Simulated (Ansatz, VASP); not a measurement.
# Pt in VASP and in Ansatz

```
Pt
1.0
     0.00000    2.07465    1.64561
     2.07465    0.00000    1.64561
     2.07465    2.07465    0.00000
Pt
1
Direct
  0.00000 0.00000 0.00000
```

Alike in both runs: task single point; functional LDA; k mesh 22 × 22 × 22; occupations gaussian, width 0.15 eV; no spin polarisation.

|  | VASP | Ansatz |
| --- | --- | --- |
| version | VASP 6.6.1 | Ansatz 0.2.0 |
| potentials or method | VASP PAW LDA potentials, release 64 (Pt), cutoff 520 eV | scalar-relativistic, plane waves, PAW |
| valence electrons in the cell | 10 | 18 |

|  | VASP | Ansatz | Ansatz less VASP |
| --- | --- | --- | --- |
| gap on the k mesh at the Fermi level (eV) | none | none | - |
| pressure (GPa) | 17.8 | 16.8 | -0.96 |
| traceless stress, the component that is largest in VASP (GPa) | 5.89 | 5.89 | +0.001 |

Ansatz warns that its potentials were made for another functional, while VASP's fit it. LDA's correlation is that of Perdew and Zunger in VASP and of Perdew and Wang (1992) in Ansatz. A gap of «none» marks a metal or a gap that the smearing closes. VASP's potentials hold 10 valence electrons a cell and Ansatz's 18, so a difference there can come from the potentials and not from the codes.

Neither program's run includes spin-orbit coupling.
